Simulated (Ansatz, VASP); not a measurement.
# One calculation of NbH, two programs

The input POSCAR:

```
NbH
1.0
   -1.6069640000      1.6069640000      1.7610671375
    1.6069640000     -1.6069640000      1.7610671375
    1.6069640000      1.6069640000     -1.7610671375
Nb H
1 1
Direct
    0.0000000000      0.0000000000      0.0000000000
    0.5000000000      0.5000000000      0.0000000000
```

Contents of INCAR.step1:

```
ALGO = Normal ; EDIFF = 1E-4
ENCUT = 520 ; GGA = PE
ISMEAR = 0 ; LASPH = T
LCHARG = F ; LREAL = F
LWAVE = T ; NBANDS = 14
NELM = 80 ; PREC = Accurate
SIGMA = 0.15
```

The input INCAR.step2:

```
ALGO = Normal ; EDIFF = 1E-6
ENCUT = 520 ; ISIF = 2
ISMEAR = 0 ; ISTART = 1
LASPH = T ; LCHARG = T
LELF = T ; LMIXTAU = T
LREAL = F ; LVHAR = T
LWAVE = F ; METAGGA = R2SCAN
NBANDS = 14 ; NELM = 80
PREC = Accurate ; SIGMA = 0.15
```

File KPOINTS:

```
k-points
0
Gamma
  20 20 20
```

Input for Ansatz:

```yaml
crystal:
  lattice:
    - [-1.606964, 1.606964, 1.7610671375]
    - [1.606964, -1.606964, 1.7610671375]
    - [1.606964, 1.606964, -1.7610671375]
  atoms:
    - { symbol: Nb, position: [0.0, 0.0, 0.0] }
    - { symbol: H, position: [0.5, 0.5, 0.0] }
basis:
  ecutwfc: 500
kpoints:
  mp_grid: { grid: [20, 20, 20] }
hamiltonian:
  xc: r2scan
scf:
  occupations: { method: gaussian, width: 0.15 }
output:
  forces: true
  stress: true
  eigenvalues: true
```

Change from the starting cell: strain -0.1125 x Voigt [0, 0, 1, 0, 0, 0], atoms carried along.

Alike in both runs: task single point; functional r2SCAN; k mesh 20 × 20 × 20; occupations gaussian, width 0.15 eV; no spin polarisation.

|  | VASP | Ansatz |
| --- | --- | --- |
| version | VASP 6.6.1 | Ansatz 0.2.0 |
| potentials or method | VASP PAW PBE potentials, release 64 (Nb_sv, H), cutoff 520 eV | scalar-relativistic, plane waves, PAW |
| valence electrons in the cell | 14 | 14 |

Ansatz gave:

- gap on the k mesh at the Fermi level (eV): none
- pressure (GPa): 28.3
- traceless stress, the component that is largest in VASP (GPa): 28.17

Q: Estimate VASP's values.

A: gap on the k mesh at the Fermi level (eV): none; pressure (GPa): 27.9; traceless stress, the component that is largest in VASP (GPa): 28.15.

VASP's potentials were made for PBE, not for r2SCAN. A gap of «none» marks a metal or a gap that the smearing closes.
